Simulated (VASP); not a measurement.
# TiS2 (P-3m1) in VASP: notebook

The runs below take TiS2 through single point, relaxation of cell and atoms, with PBEsol.

Program: VASP 6.6.1. These are calculated values, not measurements. Logs are shortened: lines on timing, memory, paths and dates and some standing lists are left out, and cuts for length are marked.

## Step 1: The cell of the first run

Symmetry: P-3m1, No. 164, trigonal system. The conventional cell has a = 3.349 Å, b = 3.349 Å, c = 5.640 Å, α = 90.00°, β = 90.00°, γ = 120.00°. Within 3.2 Å of Ti (site symmetry -3m) lie 6 S at 2.40 Å. Within 3.2 Å of S (site symmetry 3m) lie 3 Ti at 2.40 Å.

## Step 2: Single point, PBEsol

Input file INCAR:

```
  PREC = Accurate
  ENCUT = 500
  EDIFF = 1E-6
  ISMEAR = 0
  SIGMA = 0.1
  LREAL = F
  LASPH = T
  NELM = 120
  ALGO = Normal
  ISIF = 2
  LWAVE = F
  LCHARG = F
  GGA = PS
  NBANDS = 19
  GGA_COMPAT = F
```

Input file KPOINTS:

```
regular mesh
0
Gamma
  12 12 8
```

Input file POSCAR:

```
TiS2
1.0
    3.3491402328      0.0000000000      0.0000000000
   -1.6745701164      2.9004405224      0.0000000000
    0.0000000000      0.0000000000      5.6396655231
Ti S
1 2
Direct
    0.0000000000      0.0000000000      0.0000000000
    0.3333333333      0.6666666667      0.2528122582
    0.6666666667      0.3333333333      0.7471877418
```

Potentials or basis: VASP PAW PBE potentials, release 64 (Ti_sv, S).

Command:

```bash
$ cat potpaw_PBE.64/Ti_sv/POTCAR potpaw_PBE.64/S/POTCAR > POTCAR
$ mpirun -np 1 vasp_std > vasp.out
```

OUTCAR:

```text
PREC = Accurate
   ENCUT = 500
   EDIFF = 1E-6
   ISMEAR = 0
   LREAL = F
   LASPH = T
   NELM = 120
   ISIF = 2
   GGA = PS

 ion  position               nearest neighbor table
   1  0.000  0.000  0.000-   2 2.40   3 2.40   2 2.40   3 2.40   3 2.40   2 2.40
   2  0.333  0.667  0.253-   1 2.40   1 2.40   1 2.40
   3  0.667  0.333  0.747-   1 2.40   1 2.40   1 2.40

  LATTYP: Found a hexagonal cell.
 ALAT       =     3.3491402328
 C/A-ratio  =     1.6839144172

  Lattice vectors:

 A1 = (   3.3491402328,   0.0000000000,   0.0000000000)
 A2 = (  -1.6745701164,   2.9004405224,   0.0000000000)
 A3 = (   0.0000000000,   0.0000000000,   5.6396655231)

Analysis of symmetry for initial positions (statically):
=====================================================================
 Subroutine PRICEL returns:
 Original cell was already a primitive cell.

 Routine SETGRP: Setting up the symmetry group for a
 hexagonal supercell.

 Subroutine GETGRP returns: Found 12 space group operations
 (whereof 12 operations were pure point group operations)
 out of a pool of 24 trial point group operations.

The static configuration has the point symmetry D_3d.

Analysis of symmetry for dynamics (positions and initial velocities):
=====================================================================
 Subroutine PRICEL returns:
 Original cell was already a primitive cell.

 Routine SETGRP: Setting up the symmetry group for a
 hexagonal supercell.

 Subroutine GETGRP returns: Found 12 space group operations
 (whereof 12 operations were pure point group operations)
 out of a pool of 24 trial point group operations.

The dynamic configuration has the point symmetry D_3d.

 Subroutine INISYM returns: Found 12 space group operations
 (whereof 12 operations are pure point group operations),
 and found     1 'primitive' translations

----------------------------------------------------------------------------------------

                                     Primitive cell

  volume of cell :      54.7836

  direct lattice vectors                    reciprocal lattice vectors
     3.349140233  0.000000000  0.000000000     0.298584093  0.172387607  0.000000000
    -1.674570116  2.900440522  0.000000000     0.000000000  0.344775213  0.000000000
     0.000000000  0.000000000  5.639665523     0.000000000  0.000000000  0.177315480

  length of vectors
     3.349140233  3.349140233  5.639665523     0.344775213  0.344775213  0.177315480

  position of ions in fractional coordinates (direct lattice)
     0.000000000  0.000000000  0.000000000
     0.333333333  0.666666667  0.252812258
     0.666666667  0.333333333  0.747187742

  ion indices of the primitive-cell ions
   primitive index   ion index
                 1           1
                 2           2
                 3           3

----------------------------------------------------------------------------------------

 KPOINTS: regular mesh

Automatic generation of k-mesh.
 Grid dimensions read from file:
 generate k-points for:   12   12    8

 Generating k-lattice:

  Cartesian coordinates                     Fractional coordinates (reciprocal lattice)
     0.024882008  0.014365634  0.000000000     0.083333333  0.000000000  0.000000000
     0.000000000  0.028731268  0.000000000     0.000000000  0.083333333  0.000000000
     0.000000000  0.000000000  0.022164435     0.000000000  0.000000000  0.125000000

  Length of vectors
     0.028731268  0.028731268  0.022164435

  Shift w.r.t. Gamma in fractional coordinates (k-lattice)
     0.000000000  0.000000000  0.000000000

 Subroutine IBZKPT returns following result:
 ===========================================

 Found    131 irreducible k-points:

 Following reciprocal coordinates:
            Coordinates               Weight
  0.000000  0.000000  0.000000      1.000000
  0.083333 -0.000000  0.000000      6.000000
  0.166667 -0.000000  0.000000      6.000000
  0.250000 -0.000000  0.000000      6.000000
  0.333333  0.000000  0.000000      6.000000
  0.416667  0.000000  0.000000      6.000000
[... 16 lines left out ...]
  0.166667 -0.000000  0.125000      6.000000
  0.000000  0.166667  0.125000      6.000000
 [... further k-points ...]
   k-points           NKPTS =    131   k-points in BZ     NKDIM =    131   number of bands    NBANDS=     19
   number of dos      NEDOS =    301   number of ions     NIONS =      3
   total plane-waves  NPLWV =  24192
   dimension x,y,z NGX =    24 NGY =   24 NGZ =   42
   dimension x,y,z NGXF=    48 NGYF=   48 NGZF=   84
   ions per type =               1   2
   NGX,Y,Z   is equivalent  to a cutoff of  11.91, 11.91, 12.38 a.u.
   NGXF,Y,Z  is equivalent  to a cutoff of  23.83, 23.83, 24.76 a.u.
 SYSTEM =  unknown system
   PREC   = accura    normal or accurate (medium, high low for compatibility)
   ISTART =      0    job   : 0-new  1-cont  2-samecut
   ICHARG =      2    charge: 1-file 2-atom 10-const
   ISPIN  =      1    spin polarized calculation?
   LNONCOLLINEAR =      F non collinear calculations
   LSORBIT =      F    spin-orbit coupling
   LASPH  =      T    aspherical Exc in radial PAW
   ENCUT  =  500.0 eV  36.75 Ry    6.06 a.u.   6.11  6.11 10.28*2*pi/ulx,y,z
   NELM   =    120;   NELMIN=  2; NELMDL= -5     # of ELM steps
   EDIFF  = 0.1E-05   stopping-criterion for ELM
   LREAL  =      F    real-space projection
[... 7 lines left out ...]
   TEBEG  =    0.0;   TEEND  =   0.0 temperature during run
   PSTRESS=    0.0 pullay stress
   NELECT =      24.0000    total number of electrons
   NUPDOWN=      -1.0000    fix difference up-down
   EMIN   =  10.00;   EMAX   =-10.00  energy-range for DOS
   EFERMI =   0.00;   METHOD = LEGACY
   ISMEAR =     0;   SIGMA  =   0.10  broadening in eV -4-tet -1-fermi 0-gaus
   EFERMI_NEDOS =   21; number of points for ismear=-14 and -15
   IALGO  =     38    algorithm
   IMIX   =      4    mixing-type and parameters
     AMIX     =   0.40;   BMIX     =  1.00
     AMIX_MAG =   1.60;   BMIX_MAG =  1.00
  volume/ion in A,a.u.               =      18.26       123.23
  Fermi-wavevector in a.u.,A,eV,Ry     =   1.243355  2.349600 21.033666  1.545931
  Thomas-Fermi vector in A             =   2.377669
   LORBIT       =      0    0 simple, 1 ext, 2 COOP (PROOUT), +10 PAW based schemes
   GGA     = PS    functional components
   LHFCALC =     F    Hartree Fock is set to
   AEXX    =    0.0000 exact exchange contribution
   IVDW    =     0    specifies the selected vdW correction
   LEPSILON=     F    determine dielectric tensor
   LRPA    =     F    only Hartree local field effects (RPA)
 non-spin polarized calculation
 Gauss-broadening in eV      SIGMA  =   0.10
  energy-cutoff  :      500.00
  volume of cell :       54.78
 maximum number of plane-waves:      1422
   NGX = 13   NGY = 13   NGZ = 21

 number of electron      24.0000007 magnetization

 Free energy of the ion-electron system (eV)
  ---------------------------------------------------
  ext. energy  EPLUGINS =         0.00000000
  ---------------------------------------------------
  free energy    TOTEN  =       -21.13941540 eV

  energy without entropy =      -21.13716807  energy(sigma->0) =      -21.13829173

 E-fermi :   5.8405     XC(G=0): -10.5246

 val. band max:        5.8150638912   @ k =   0.4167   0.0000   0.5000
 cond. band min:       5.8748792628   @ k =   0.0000   0.0000   0.0000
 fundamental gap:      0.0598153716
 Fermi energy:         5.8404880809

 k-point     1 :       0.0000    0.0000    0.0000
  band No.  band energies     occupation
      1     -51.3922      2.00000
      2     -27.7391      2.00000
      3     -27.6812      2.00000
      4     -27.6812      2.00000
      5      -8.1075      2.00000
      6      -6.2957      2.00000
[... 11 lines left out ...]
     18      11.9614      0.00000
     19      12.9565      0.00000

 k-point     2 :       0.0833   -0.0000    0.0000
  band No.  band energies     occupation
      1     -51.3911      2.00000
      2     -27.7369      2.00000
      3     -27.6922      2.00000
      4     -27.6837      2.00000
      5      -8.0184      2.00000
      6      -6.2748      2.00000
[... 11 lines left out ...]
     18      12.4864      0.00000
     19      13.3266      0.00000

 k-point     3 :       0.1667   -0.0000    0.0000
  band No.  band energies     occupation
      1     -51.3882      2.00000
      2     -27.7310      2.00000
      3     -27.7220      2.00000
      4     -27.6904      2.00000
      5      -7.7619      2.00000
      6      -6.2181      2.00000
[... 11 lines left out ...]
     18      13.3354      0.00000
     19      14.1152      0.00000

 k-point     4 :       0.2500   -0.0000    0.0000
  band No.  band energies     occupation
      1     -51.3842      2.00000
      2     -27.7629      2.00000
      3     -27.7225      2.00000
      4     -27.6996      2.00000
      5      -7.3722      2.00000
      6      -6.1432      2.00000
[... 11 lines left out ...]
     18      13.4648      0.00000
     19      14.3898      0.00000

 k-point     5 :       0.3333    0.0000    0.0000
  band No.  band energies     occupation
      1     -51.3802      2.00000
      2     -27.8031      2.00000
      3     -27.7142      2.00000
      4     -27.7088      2.00000
      5      -6.9135      2.00000
      6      -6.0803      2.00000
[... 11 lines left out ...]
     18      13.1845      0.00000
     19      13.6868      0.00000

 k-point     6 :       0.4167    0.0000    0.0000
  band No.  band energies     occupation
      1     -51.3773      2.00000
      2     -27.8324      2.00000
      3     -27.7155      2.00000
      4     -27.7081      2.00000
      5      -6.4863      2.00000
      6      -6.0737      2.00000
[... 11 lines left out ...]
     18      12.8310      0.00000
     19      13.3160      0.00000

 k-point     7 :       0.5000   -0.0000    0.0000
  band No.  band energies     occupation
      1     -51.3762      2.00000
      2     -27.8430      2.00000
      3     -27.7180      2.00000
      4     -27.7059      2.00000
      5      -6.2287      2.00000
      6      -6.1573      2.00000
[... 11 lines left out ...]
     18      12.6214      0.00000
     19      13.3356      0.00000

 k-point     8 :       0.0833    0.0833    0.0000
  band No.  band energies     occupation
      1     -51.3892      2.00000
      2     -27.7328      2.00000
      3     -27.7121      2.00000
      4     -27.6888      2.00000
      5      -7.8456      2.00000
      6      -6.2359      2.00000
[... 256 lines left out ...]
 k-point    20 :       0.0000    0.0000    0.1250
  band No.  band energies     occupation
      1     -51.3922      2.00000
      2     -27.7391      2.00000
      3     -27.6812      2.00000
      4     -27.6812      2.00000
      5      -8.0640      2.00000
      6      -6.3798      2.00000
[... 11 lines left out ...]
     18      12.0117      0.00000
     19      13.1802      0.00000

 k-point    21 :       0.0833   -0.0000    0.1250
  band No.  band energies     occupation
      1     -51.3911      2.00000
      2     -27.7369      2.00000
      3     -27.6922      2.00000
      4     -27.6837      2.00000
      5      -7.9752      2.00000
      6      -6.3561      2.00000
[... 11 lines left out ...]
     18      12.5394      0.00000
     19      13.5184      0.00000

 k-point    22 :       0.0000    0.0833    0.1250
  band No.  band energies     occupation
      1     -51.3911      2.00000
      2     -27.7369      2.00000
      3     -27.6922      2.00000
      4     -27.6837      2.00000
      5      -7.9760      2.00000
      6      -6.3544      2.00000
[... 11 lines left out ...]
     18      12.4995      0.00000
     19      13.5702      0.00000

 k-point    23 :       0.1667   -0.0000    0.1250
  band No.  band energies     occupation
      1     -51.3882      2.00000
      2     -27.7310      2.00000
      3     -27.7220      2.00000
      4     -27.6904      2.00000
      5      -7.7179      2.00000
      6      -6.2948      2.00000
[... 11 lines left out ...]
     18      13.5275      0.00000
     19      14.0657      0.00000

 k-point    24 :       0.0000    0.1667    0.1250
  band No.  band energies     occupation
      1     -51.3882      2.00000
      2     -27.7310      2.00000
      3     -27.7220      2.00000
      4     -27.6904      2.00000
      5      -7.7248      2.00000
      6      -6.2813      2.00000
[... 11 lines left out ...]
     18      13.2182      0.00000
     19      14.3495      0.00000

 [... further k-points ...]

------------------------ aborting loop because EDIFF is reached ----------------------------------------

  FORCE on cell =-STRESS in cart. coord.  units (eV):
  Direction    XX          YY          ZZ          XY          YZ          ZX
  --------------------------------------------------------------------------------------
  -------------------------------------------------------------------------------------
  Total        0.0057336      0.0057336      0.0479516      0.0000000      0.0000000      0.0000000
  in kB        0.1676826      0.1676826      1.4023719      0.0000000      0.0000000      0.0000000
  external PRESSURE =       0.5792457 kB  Pullay stress =       0.0000000 kB

 VOLUME and BASIS-vectors are now :
 -----------------------------------------------------------------------------
  energy-cutoff  :      500.00
  volume of cell :       54.78
      direct lattice vectors                 reciprocal lattice vectors
     3.349140233  0.000000000  0.000000000     0.298584093  0.172387607  0.000000000
    -1.674570116  2.900440522  0.000000000     0.000000000  0.344775213  0.000000000
     0.000000000  0.000000000  5.639665523     0.000000000  0.000000000  0.177315480

 POSITION                                       TOTAL-FORCE (eV/Angst)
 -----------------------------------------------------------------------------------
      0.00000      0.00000      0.00000        -0.000000      0.000000      0.000000
     -0.00000      1.93363      1.42578         0.000000      0.000000      0.010501
      1.67457      0.96681      4.21389         0.000000     -0.000000     -0.010501
 -----------------------------------------------------------------------------------
    total drift:                                0.000000      0.000000     -0.000000

  FREE ENERGIE OF THE ION-ELECTRON SYSTEM (eV)
  ---------------------------------------------------
  free  energy   TOTEN  =       -21.1394154007 eV

  energy  without entropy=      -21.1371680688  energy(sigma->0) =      -21.13829173
```

Run time: 68 s. Hardware: 1 thread of Intel Xeon Platinum 8488C (Sapphire Rapids), shared host; peak memory 0.25 GiB.

Results:

```
Free energy            : -21.1394 eV
Pressure               : 0.1 GPa
Largest force          : 0.011 eV/Å
Band gap on the k mesh : zero (band 12 reaches 6.08 eV, above the bottom of band 13 at 5.70 eV)
```

Forces in eV/Å, atoms in the order of the input:
```
Ti   0.000  0.000  0.000
S    0.000  0.000  0.011
S    0.000  0.000 -0.011
```

Levels at points of the mesh, in eV from the Fermi level:
```
           k point  band 10  band 11  band 12  band 13  band 14  band 15
(0.00, 0.00, 0.00)     0.03     0.24     0.24     0.56     0.56     0.88
(0.50, 0.00, 0.00)    -2.78    -2.62    -1.52     0.19     1.71     2.16
(0.00, 0.00, 0.50)    -2.64     0.04     0.04     0.54     0.54     1.60
(0.50, 0.00, 0.50)    -2.83    -1.24    -1.14    -0.14     1.71     2.13
```

Caveat: the PAW data sets were made with another functional, which shifts forces and pressure a little.

[end of part 1 of 2]
